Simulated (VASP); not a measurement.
Si: single point with LDA

Crystal: Si.

```
Si
1.0
    -2.56108    2.56108    1.22292
     2.56108   -2.56108    1.22292
     2.56108    2.56108   -1.22292
Si
2
Direct
  0.25000 0.75000 0.50000
  0.50000 0.50000 0.00000
```

This cell differs from its parent crystal: strain +0.080 along x and y, -0.080 along z.

```
Program             : VASP 6.6.1
Task                : single point
Functional          : LDA
Potentials or basis : VASP PAW LDA potentials, release 64 (Si)
Cutoff              : 520 eV
k mesh              : 20 × 20 × 20
Occupations         : gaussian, width 0.15 eV
Spin                : no spin polarisation
```

| Item | Value |
| --- | --- |
| Pressure | -5.9 GPa |
| Band gap on the k mesh | zero (bands 4 and 5 overlap by 4.58 eV) |

Stress tensor (GPa, compression positive):
```
-11.17   0.00   0.00
  0.00 -11.17   0.00
  0.00   0.00   4.72
```

Levels at points of the mesh, in eV from the Fermi level:
```tsv
k point	band 1	band 2	band 3	band 4	band 5	band 6	band 7	band 8
(0.00, 0.00, 0.00)	-13.26	-4.23	-3.05	-3.05	1.44	6.82	6.82	7.25
(0.50, 0.00, 0.00)	-6.16	-5.93	-2.45	-1.41	-0.62	1.70	4.17	5.28
(0.50, 0.50, 0.00)	-10.62	-10.62	-0.51	-0.51	0.91	0.91	10.70	10.70
(0.50, 0.50, 0.50)	-8.95	-8.95	-6.53	-6.53	8.74	8.74	9.87	9.87
```

It took 96 s on 1 thread of Intel(R) Xeon(R) Platinum 8488C (Sapphire Rapids) (shared host), peak memory 0.28 GiB.

Caveat: the cell differs from its parent crystal (strain +0.080 along x and y, -0.080 along z); the cell stands under tension.
